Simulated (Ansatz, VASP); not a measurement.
# One calculation of MgO, two programs

```xyz
4
Lattice="-2.0822 0.0201 -2.0834 -2.1150 -2.1476 0.0530 -4.2609 2.1254 2.1598" Properties=species:S:1:pos:R:3 pbc="T T T"
Mg   -1.9224   -0.1855   -0.0392
Mg   -6.3655   -0.0136   -0.0239
O    -4.3661   -1.8977   -1.9603
O    -4.2303   -0.0339    0.1870
```

Change from the starting cell: cell x2, atoms moved at random (sigma 0.15 Å) and cell strained at random (1.5 %), then relaxed without symmetry.

Alike in both runs: task relaxation of cell and atoms; functional PBE; k mesh 6 × 6 × 6; occupations gaussian, width 0.1 eV; no spin polarisation.

|  | VASP | Ansatz |
| --- | --- | --- |
| version | VASP 6.6.1 | Ansatz 0.2.0 |
| potentials or method | VASP PAW PBE potentials, release 64 (Mg, O), cutoff 600 eV | scalar-relativistic, plane waves, PAW |
| valence electrons in the cell | 16 | 32 |

|  | VASP | Ansatz | Ansatz less VASP |
| --- | --- | --- | --- |
| gap on the k mesh at the Fermi level, each at its own relaxed structure (eV) | 4.50 | 4.46 | -0.044 |
| relaxed volume (Å³/atom) | 9.56 | 9.62 | +0.061 |
| relaxed length of the cell vector where the two differ most in proportion (Å) | 5.199 | 5.210 | +0.0110 |

VASP's potentials hold 16 valence electrons a cell and Ansatz's 32, so a difference there can come from the potentials and not from the codes.
